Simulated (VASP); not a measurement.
# CsCl (Pm-3m) in VASP: further runs

Runs on CsCl. Level: r2SCAN. Tasks: single point, relaxation of cell and atoms.

Program: VASP 6.6.1. These are calculated values, not measurements. Logs are shortened: lines on timing, memory, paths and dates and some standing lists are left out, and cuts for length are marked.

## (1) The cell of the first run

The structure is cubic, space group Pm-3m (No. 221). The conventional cell has a = 4.139 Å, b = 4.139 Å, c = 4.139 Å, α = 90.00°, β = 90.00°, γ = 90.00°. Within 4.7 Å of Cs (site symmetry m-3m) lie 8 Cl at 3.58 Å and 6 Cs at 4.14 Å. Within 4.7 Å of Cl (site symmetry m-3m) lie 8 Cs at 3.58 Å and 6 Cl at 4.14 Å.

## (2) Single point, r2SCAN

The input, POSCAR:

```
CsCl
1.0
    4.1392829126      0.0000000000      0.0000000000
    0.0000000000      4.1392829126      0.0000000000
    0.0000000000      0.0000000000      4.1392829126
Cs Cl
1 1
Direct
    0.0000000000      0.0000000000      0.0000000000
    0.5000000000      0.5000000000      0.5000000000
```

The input, INCAR.step1:

```
SYSTEM = CsCl
PREC     = Accurate       ! precision mode
ENCUT    = 550            ! plane-wave cutoff, eV
ISMEAR   = 0              ! smearing method
SIGMA    = 0.02           ! smearing width, eV
LREAL    = .False.        ! projectors in reciprocal space
LASPH    = .True.         ! aspherical terms in the spheres
NELM     = 120            ! most SCF steps
NBANDS   = 15             ! bands
GGA      = PE             ! functional
ALGO     = Normal         ! electronic algorithm
EDIFF    = 1E-5           ! SCF threshold, eV
LWAVE    = .True.         ! write WAVECAR
LCHARG   = .False.        ! write CHGCAR
GGA_COMPAT= .False.
```

The input, INCAR.step2:

```
SYSTEM = CsCl
PREC     = Accurate       ! precision mode
ENCUT    = 550            ! plane-wave cutoff, eV
EDIFF    = 1E-6           ! SCF threshold, eV
ISMEAR   = 0              ! smearing method
SIGMA    = 0.02           ! smearing width, eV
LREAL    = .False.        ! projectors in reciprocal space
LASPH    = .True.         ! aspherical terms in the spheres
NELM     = 120            ! most SCF steps
ALGO     = Normal         ! electronic algorithm
ISIF     = 2              ! what is computed and relaxed
LWAVE    = .False.        ! write WAVECAR
LCHARG   = .False.        ! write CHGCAR
METAGGA  = R2SCAN         ! meta-GGA
LMIXTAU  = .True.       
NBANDS   = 15             ! bands
ISTART   = 1            
GGA_COMPAT= .False.
```

The input, KPOINTS:

```
Automatic mesh
0
Gamma
  6 6 6
  0 0 0
```

Potentials or basis: VASP PAW PBE potentials, release 64 (Cs_sv, Cl).

Started as:

```
$ cat potpaw_PBE.64/Cs_sv/POTCAR potpaw_PBE.64/Cl/POTCAR > POTCAR
$ cp INCAR.step1 INCAR
$ mpirun -np 1 vasp_std > vasp.out
$ cp INCAR.step2 INCAR
$ mpirun -np 1 vasp_std > vasp.out
```

OUTCAR:

```text
SYSTEM = CsCl
   PREC = Accurate
   ENCUT = 550
   EDIFF = 1E-6
   ISMEAR = 0
   LREAL = .False.
   LASPH = .True.
   NELM = 120
   ISIF = 2
   METAGGA = R2SCAN
   ISTART = 1

 ion  position               nearest neighbor table
   1  0.000  0.000  0.000-
   2  0.500  0.500  0.500-

  LATTYP: Found a simple cubic cell.
 ALAT       =     4.1392829126

  Lattice vectors:

 A1 = (   4.1392829126,   0.0000000000,   0.0000000000)
 A2 = (   0.0000000000,   4.1392829126,   0.0000000000)
 A3 = (   0.0000000000,   0.0000000000,   4.1392829126)

Analysis of symmetry for initial positions (statically):
=====================================================================
 Subroutine PRICEL returns:
 Original cell was already a primitive cell.

 Routine SETGRP: Setting up the symmetry group for a
 simple cubic supercell.

 Subroutine GETGRP returns: Found 48 space group operations
 (whereof 48 operations were pure point group operations)
 out of a pool of 48 trial point group operations.

The static configuration has the point symmetry O_h .

Analysis of symmetry for dynamics (positions and initial velocities):
=====================================================================
 Subroutine PRICEL returns:
 Original cell was already a primitive cell.

 Routine SETGRP: Setting up the symmetry group for a
 simple cubic supercell.

 Subroutine GETGRP returns: Found 48 space group operations
 (whereof 48 operations were pure point group operations)
 out of a pool of 48 trial point group operations.

The dynamic configuration has the point symmetry O_h .

 Subroutine INISYM returns: Found 48 space group operations
 (whereof 48 operations are pure point group operations),
 and found     1 'primitive' translations

----------------------------------------------------------------------------------------

                                     Primitive cell

  volume of cell :      70.9211

  direct lattice vectors                    reciprocal lattice vectors
     4.139282913  0.000000000  0.000000000     0.241587739  0.000000000  0.000000000
     0.000000000  4.139282913  0.000000000     0.000000000  0.241587739  0.000000000
     0.000000000  0.000000000  4.139282913     0.000000000  0.000000000  0.241587739

  length of vectors
     4.139282913  4.139282913  4.139282913     0.241587739  0.241587739  0.241587739

  position of ions in fractional coordinates (direct lattice)
     0.000000000  0.000000000  0.000000000
     0.500000000  0.500000000  0.500000000

  ion indices of the primitive-cell ions
   primitive index   ion index
                 1           1
                 2           2

----------------------------------------------------------------------------------------

 KPOINTS: Automatic mesh

Automatic generation of k-mesh.
 Grid dimensions read from file:
 generate k-points for:    6    6    6

 Generating k-lattice:

  Cartesian coordinates                     Fractional coordinates (reciprocal lattice)
     0.040264623  0.000000000  0.000000000     0.166666667  0.000000000  0.000000000
     0.000000000  0.040264623  0.000000000     0.000000000  0.166666667  0.000000000
     0.000000000  0.000000000  0.040264623     0.000000000  0.000000000  0.166666667

  Length of vectors
     0.040264623  0.040264623  0.040264623

  Shift w.r.t. Gamma in fractional coordinates (k-lattice)
     0.000000000  0.000000000  0.000000000

 Subroutine IBZKPT returns following result:
 ===========================================

 Found     20 irreducible k-points:

 Following reciprocal coordinates:
            Coordinates               Weight
  0.000000  0.000000  0.000000      1.000000
  0.166667  0.000000  0.000000      6.000000
  0.333333  0.000000  0.000000      6.000000
  0.500000  0.000000  0.000000      3.000000
  0.166667  0.166667  0.000000     12.000000
  0.333333  0.166667  0.000000     24.000000
[... 12 lines left out ...]
  0.500000  0.500000  0.333333      6.000000
  0.500000  0.500000  0.500000      1.000000
   k-points           NKPTS =     20   k-points in BZ     NKDIM =     20   number of bands    NBANDS=     15
   number of dos      NEDOS =    301   number of ions     NIONS =      2
   total plane-waves  NPLWV =  32768
   dimension x,y,z NGX =    32 NGY =   32 NGZ =   32
   dimension x,y,z NGXF=    64 NGYF=   64 NGZF=   64
   ions per type =               1   1
   NGX,Y,Z   is equivalent  to a cutoff of  12.85, 12.85, 12.85 a.u.
   NGXF,Y,Z  is equivalent  to a cutoff of  25.70, 25.70, 25.70 a.u.
 SYSTEM =  CsCl
   PREC   = accura    normal or accurate (medium, high low for compatibility)
   ISTART =      1    job   : 0-new  1-cont  2-samecut
   ICHARG =      0    charge: 1-file 2-atom 10-const
   ISPIN  =      1    spin polarized calculation?
   LNONCOLLINEAR =      F non collinear calculations
   LSORBIT =      F    spin-orbit coupling
   LASPH  =      T    aspherical Exc in radial PAW
   ENCUT  =  550.0 eV  40.42 Ry    6.36 a.u.   7.92  7.92  7.92*2*pi/ulx,y,z
[... 60 lines left out ...]
      2     -13.4627      2.00000
      3      -6.7702      2.00000
      4      -6.7702      2.00000
      5      -6.7702      2.00000
      6      -0.7504      2.00000
      7      -0.7504      2.00000
      8      -0.7504      2.00000
      9       5.1585      0.00000
     10       5.1585      0.00000
     11       5.2489      0.00000
     12       9.9539      0.00000
     13       9.9539      0.00000
     14       9.9539      0.00000
     15      13.0921      0.00000

 k-point     2 :       0.1667    0.0000    0.0000
  band No.  band energies     occupation
      1     -20.6326      2.00000
      2     -13.4723      2.00000
      3      -6.9141      2.00000
      4      -6.7367      2.00000
      5      -6.7367      2.00000
      6      -1.0786      2.00000
      7      -0.8047      2.00000
      8      -0.8047      2.00000
      9       5.3463      0.00000
     10       5.7462      0.00000
     11       5.9371      0.00000
     12       9.7359      0.00000
     13       9.7359      0.00000
     14      10.1116      0.00000
     15      11.6662      0.00000

 k-point     3 :       0.3333    0.0000    0.0000
  band No.  band energies     occupation
      1     -20.5910      2.00000
      2     -13.4942      2.00000
      3      -7.1728      2.00000
      4      -6.6676      2.00000
      5      -6.6676      2.00000
      6      -1.6338      2.00000
      7      -0.9179      2.00000
      8      -0.9179      2.00000
      9       5.8337      0.00000
     10       6.8735      0.00000
     11       7.6651      0.00000
     12       9.4722      0.00000
     13       9.4722      0.00000
     14       9.9331      0.00000
     15      10.5013      0.00000

 k-point     4 :       0.5000    0.0000    0.0000
  band No.  band energies     occupation
      1     -20.5698      2.00000
      2     -13.5065      2.00000
      3      -7.2895      2.00000
      4      -6.6319      2.00000
      5      -6.6319      2.00000
      6      -1.8773      2.00000
      7      -0.9767      2.00000
      8      -0.9767      2.00000
      9       6.1915      0.00000
     10       7.4987      0.00000
     11       8.8264      0.00000
     12       9.1378      0.00000
     13       9.4104      0.00000
     14       9.4104      0.00000
     15      10.7601      0.00000
[... 235 lines left out ...]
 k-point    18 :       0.5000    0.3333    0.3333
  band No.  band energies     occupation
      1     -20.4670      2.00000
      2     -13.3440      2.00000
      3      -7.3828      2.00000
      4      -7.2092      2.00000
      5      -7.1410      2.00000
      6      -1.6298      2.00000
      7      -1.5687      2.00000
      8      -1.3357      2.00000
      9       7.3296      0.00000
     10       7.9042      0.00000
     11       8.2962      0.00000
     12       8.7418      0.00000
     13       9.3589      0.00000
     14      10.8230      0.00000
     15      12.6094      0.00000

 k-point    19 :       0.5000    0.5000    0.3333
  band No.  band energies     occupation
      1     -20.4500      2.00000
      2     -13.3205      2.00000
      3      -7.3559      2.00000
      4      -7.3559      2.00000
      5      -7.1212      2.00000
      6      -1.6617      2.00000
      7      -1.6617      2.00000
      8      -1.6008      2.00000
      9       7.7140      0.00000
     10       8.1818      0.00000
     11       8.1818      0.00000
     12       8.6377      0.00000
     13      10.9220      0.00000
     14      10.9220      0.00000
     15      12.2157      0.00000

 k-point    20 :       0.5000    0.5000    0.5000
  band No.  band energies     occupation
      1     -20.4332      2.00000
      2     -13.3003      2.00000
      3      -7.2941      2.00000
      4      -7.2941      2.00000
      5      -7.2941      2.00000
      6      -1.8213      2.00000
      7      -1.8213      2.00000
      8      -1.8213      2.00000
      9       8.3786      0.00000
     10       8.3786      0.00000
     11       8.3786      0.00000
     12      10.4959      0.00000
     13      10.4959      0.00000
     14      10.4959      0.00000
     15      12.2723      0.00000

------------------------ aborting loop because EDIFF is reached ----------------------------------------

  FORCE on cell =-STRESS in cart. coord.  units (eV):
  Direction    XX          YY          ZZ          XY          YZ          ZX
  --------------------------------------------------------------------------------------
  -------------------------------------------------------------------------------------
  Total        0.0233073      0.0233073      0.0233073      0.0000000     -0.0000000     -0.0000000
  in kB        0.5265361      0.5265361      0.5265361      0.0000000     -0.0000000     -0.0000000
  external PRESSURE =       0.5265361 kB  Pullay stress =       0.0000000 kB

 VOLUME and BASIS-vectors are now :
 -----------------------------------------------------------------------------
  energy-cutoff  :      550.00
  volume of cell :       70.92
      direct lattice vectors                 reciprocal lattice vectors
     4.139282913  0.000000000  0.000000000     0.241587739  0.000000000  0.000000000
     0.000000000  4.139282913  0.000000000     0.000000000  0.241587739  0.000000000
     0.000000000  0.000000000  4.139282913     0.000000000  0.000000000  0.241587739

 POSITION                                       TOTAL-FORCE (eV/Angst)
 -----------------------------------------------------------------------------------
      0.00000      0.00000      0.00000         0.000000      0.000000      0.000000
      2.06964      2.06964      2.06964         0.000000      0.000000      0.000000
 -----------------------------------------------------------------------------------
    total drift:                                0.000000      0.000000     -0.000000

  FREE ENERGIE OF THE ION-ELECTRON SYSTEM (eV)
  ---------------------------------------------------
  free  energy   TOTEN  =       -35.5251500894 eV

  energy  without entropy=      -35.5251500894  energy(sigma->0) =      -35.52515009
```

Wall time 83 s (1 thread of Intel Xeon 8259CL, shared host); peak memory 0.19 GiB.

Results:

| Property | Result |
| --- | --- |
| Free energy | -35.5252 eV |
| Pressure | 0.1 GPa |
| Band gap on the k mesh | 5.91 eV |

Levels at points of the mesh, in eV from the valence-band top:
```csv
k point,band 6,band 7,band 8,band 9,band 10,band 11
"(0.00, 0.00, 0.00)",0.00,0.00,0.00,5.91,5.91,6.00
"(0.50, 0.00, 0.00)",-1.13,-0.23,-0.23,6.94,8.25,9.58
"(0.50, 0.50, 0.00)",-0.43,-0.43,-0.05,6.55,6.64,8.62
"(0.50, 0.50, 0.50)",-1.07,-1.07,-1.07,9.13,9.13,9.13
```

Caveat: the PAW data sets were made with another functional, which shifts forces and pressure a little; spin-orbit coupling is left out, which moves the levels of the heavy elements. A k mesh can miss the band edges.

## (3) Single point, r2SCAN

POSCAR is that of step 2.

The input, INCAR.step1:

```
PREC = Accurate
ENCUT = 550
ISMEAR = 0
SIGMA = 0.02
LREAL = False
LASPH = True
NELM = 120
NBANDS = 15
GGA = PE
ALGO = Normal
EDIFF = 1E-5
LWAVE = True
LCHARG = False
GGA_COMPAT = False
```

The input, INCAR.step2:

```
PREC = Accurate
ENCUT = 550
EDIFF = 1E-6
ISMEAR = 0
SIGMA = 0.02
LREAL = False
LASPH = True
NELM = 120
ALGO = Normal
ISIF = 2
LWAVE = False
LCHARG = False
METAGGA = R2SCAN
LMIXTAU = True
NBANDS = 15
ISTART = 1
GGA_COMPAT = False
```

The input, KPOINTS:

```
regular mesh
0
Gamma
  6 6 6
```

Potentials or basis: VASP PAW PBE potentials, release 64 (Cs_sv, Cl).

Started as:

```
$ cat potpaw_PBE.64/Cs_sv/POTCAR potpaw_PBE.64/Cl/POTCAR > POTCAR
$ cp INCAR.step1 INCAR
$ mpirun -np 1 vasp_std > vasp.out
$ cp INCAR.step2 INCAR
$ mpirun -np 1 vasp_std > vasp.out
```

Run time: 71 s. Hardware: 1 thread of Intel Xeon 8259CL, shared host; peak memory 0.19 GiB.

It converged, with:

```
Free energy            : -35.5252 eV
Pressure               : 0.1 GPa
Band gap on the k mesh : 5.91 eV
```

Levels at points of the mesh, in eV from the valence-band top:
```csv
k point,band 6,band 7,band 8,band 9,band 10,band 11
"(0.00, 0.00, 0.00)",0.00,0.00,0.00,5.91,5.91,6.00
"(0.50, 0.00, 0.00)",-1.13,-0.23,-0.23,6.94,8.25,9.58
"(0.50, 0.50, 0.00)",-0.43,-0.43,-0.05,6.55,6.64,8.62
"(0.50, 0.50, 0.50)",-1.07,-1.07,-1.07,9.13,9.13,9.13
```

Caveat: the PAW data sets were made with another functional, which shifts forces and pressure a little; spin-orbit coupling is left out, which moves the levels of the heavy elements. A k mesh can miss the band edges.

## (4) Relaxation of cell and atoms, r2SCAN

This run uses another cell than the first one, of 36.43 Å³/atom.

The input, POSCAR:

```
CsCl
1.0
    4.1767821397      0.0000000000      0.0000000000
    0.0000000000      4.1767821397      0.0000000000
    0.0000000000      0.0000000000      4.1767821397
Cs Cl
1 1
Direct
    0.0000000000      0.0000000000      0.0000000000
    0.5000000000      0.5000000000      0.5000000000
```

The input, INCAR.step1:

```
SYSTEM = CsCl
PREC     = Accurate       ! precision mode
ENCUT    = 550            ! plane-wave cutoff, eV
ISMEAR   = 0              ! smearing method
SIGMA    = 0.02           ! smearing width, eV
LREAL    = .FALSE.        ! projectors in reciprocal space
LASPH    = .TRUE.         ! aspherical terms in the spheres
NELM     = 120            ! most SCF steps
GGA      = PE             ! functional
ALGO     = Normal         ! electronic algorithm
EDIFF    = 1E-5           ! SCF threshold, eV
LWAVE    = .TRUE.         ! write WAVECAR
LCHARG   = .FALSE.        ! write CHGCAR
GGA_COMPAT= .FALSE.      
IBRION   = 2              ! ionic algorithm
ISIF     = 3              ! what is computed and relaxed
EDIFFG   = -0.005         ! ionic threshold
NELMIN   = 4            
NSW      = 100            ! ionic steps
```

The input, INCAR.step2:

```
SYSTEM = CsCl
PREC     = Accurate       ! precision mode
ENCUT    = 550            ! plane-wave cutoff, eV
EDIFF    = 1E-7           ! SCF threshold, eV
ISMEAR   = 0              ! smearing method
SIGMA    = 0.02           ! smearing width, eV
LREAL    = .FALSE.        ! projectors in reciprocal space
LASPH    = .TRUE.         ! aspherical terms in the spheres
NELM     = 120            ! most SCF steps
ALGO     = Normal         ! electronic algorithm
ISIF     = 3              ! what is computed and relaxed
LWAVE    = .FALSE.        ! write WAVECAR
LCHARG   = .FALSE.        ! write CHGCAR
METAGGA  = R2SCAN         ! meta-GGA
LMIXTAU  = .TRUE.       
IBRION   = 2              ! ionic algorithm
NSW      = 80             ! ionic steps
EDIFFG   = -0.01          ! ionic threshold
ISTART   = 1            
GGA_COMPAT= .FALSE.      
NELMIN   = 4
```

The input, KPOINTS:

```
Automatic mesh
0
G
  6 6 6
  0 0 0
```

Started as:

```
$ cat potpaw_PBE.64/Cs_sv/POTCAR potpaw_PBE.64/Cl/POTCAR > POTCAR
$ cp INCAR.step1 INCAR
$ mpirun -np 1 vasp_std > vasp.out
$ cp INCAR.step2 INCAR
$ mpirun -np 1 vasp_std > vasp.out
```

Wall time 2.7 min (1 thread of Intel Xeon 8259CL, shared host); peak memory 0.2 GiB.

It converged, with:

- Free energy: -35.5255 eV
- Relaxed volume: 35.56 Å³/atom
- Relaxed cell: a = 4.143 Å, b = 4.143 Å, c = 4.143 Å, α = 90.00°, β = 90.00°, γ = 90.00°
- Space group after relaxing (to 0.1 Å): Pm-3m (No. 221)
- Energy gained by relaxing: 1.1 meV/atom
- Ionic steps: 3
- Pressure after relaxing: 0.0 GPa
- Band gap on the k mesh: 5.91 eV

Step by step:
| step | energy change (eV) | largest force (eV/Å) | pressure (GPa) | volume (Å³) |
| --- | --- | --- | --- | --- |
| 1 | 0.0000 | 0.0000 | -0.42 | 72.87 |
| 2 | -0.0019 | 0.0000 | -0.18 | 71.87 |
| 3 | -0.0023 | 0.0000 | 0.01 | 71.12 |

Final structure:
```xyz
2
Lattice="4.1432 0.0000 0.0000 0.0000 4.1432 0.0000 0.0000 0.0000 4.1432" Properties=species:S:1:pos:R:3 pbc="T T T"
Cs    0.0000    0.0000    0.0000
Cl    2.0716    2.0716    2.0716
```

Levels at points of the mesh, in eV from the valence-band top:
```csv
k point,band 5,band 6,band 7,band 8,band 9,band 10,band 11,band 12
"(0.00, 0.00, 0.00)",-6.03,0.00,0.00,0.00,5.91,5.91,5.99,10.69
"(0.50, 0.00, 0.00)",-5.89,-1.12,-0.22,-0.22,6.94,8.23,9.56,9.89
"(0.50, 0.50, 0.00)",-5.81,-0.43,-0.43,-0.05,6.55,6.64,8.62,8.62
"(0.50, 0.50, 0.50)",-6.55,-1.06,-1.06,-1.06,9.12,9.12,9.12,11.23
```

Caveat: the PAW data sets were made with another functional, which shifts forces and pressure a little; spin-orbit coupling is left out, which moves the levels of the heavy elements.
